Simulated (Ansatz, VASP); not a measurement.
## MnO2: VASP beside Ansatz

INCAR

```
PREC = Accurate
ENCUT = 700
EDIFF = 1E-6
ISMEAR = -1
SIGMA = 0.03
LREAL = F
LASPH = T
NELM = 120
ALGO = Normal
ISIF = 2
LWAVE = F
LCHARG = F
NBANDS = 20
GGA_COMPAT = F
```

Contents of KPOINTS:

```
regular mesh
0
Gamma
  11 11 6
```

File POSCAR:

```
MnO2
1.0
    2.5363671977      0.0000000000      0.0000000000
   -1.2681835988      2.1965584265      0.0000000000
    0.0000000000      0.0000000000      4.0855784404
Mn O
1 2
Direct
    0.0000000000      0.0000000000      0.5000000000
    0.6666666667      0.3333333333      0.2937074300
    0.3333333333      0.6666666667      0.7062925700
```

Input for Ansatz:

```yaml
crystal:
  lattice:
    - [2.5363671977, 0.0, 0.0]
    - [-1.2681835988, 2.1965584265, 0.0]
    - [0.0, 0.0, 4.0855784404]
  atoms:
    - { symbol: Mn, position: [0.0, 0.0, 0.5] }
    - { symbol: O, position: [0.6666666667, 0.3333333333, 0.29370743] }
    - { symbol: O, position: [0.3333333333, 0.6666666667, 0.70629257] }
kpoints:
  mp_grid: { grid: [11, 11, 6] }
scf:
  occupations: { method: fermi_dirac, width: 0.03 }
  lower_state_search: "off"
hamiltonian:
  xc: lda
  pseudopotentials: { kind: paw }
output:
  forces: true
  stress: true
  eigenvalues: true
```

Change from the starting cell: volume scaled by 0.7, no spin polarisation, PAW files.

Alike in both runs: task single point; functional LDA; k mesh 11 × 11 × 6; occupations fermi-dirac, width 0.03 eV; no spin polarisation.

```csv
,VASP,Ansatz
version,VASP 6.6.1,Ansatz 0.2.0
potentials or method,"VASP PAW LDA potentials, release 64 (Mn_sv, O)","PAW with Ansatz's default frozen-core files, scalar-relativistic"
plane-wave cutoff (eV),700,420
valence electrons in the cell,27,27
```

```csv
,VASP,Ansatz,Ansatz less VASP
pressure (GPa),123.1,121.0,-2.12
"traceless stress, the component that is largest in VASP (GPa)",-31.38,-30.11,+1.267
rms of the force components (eV/Å),3.569,3.505,-0.0632
```

LDA's correlation is that of Perdew and Zunger in VASP and of Perdew and Wang (1992) in Ansatz. Atom by atom the forces differ by 0.063 eV/Å (rms over components). Both programs put the cell under a high pressure, so it lies far from rest at this level.

Noted on VASP's run: the cell as given lies far from equilibrium.
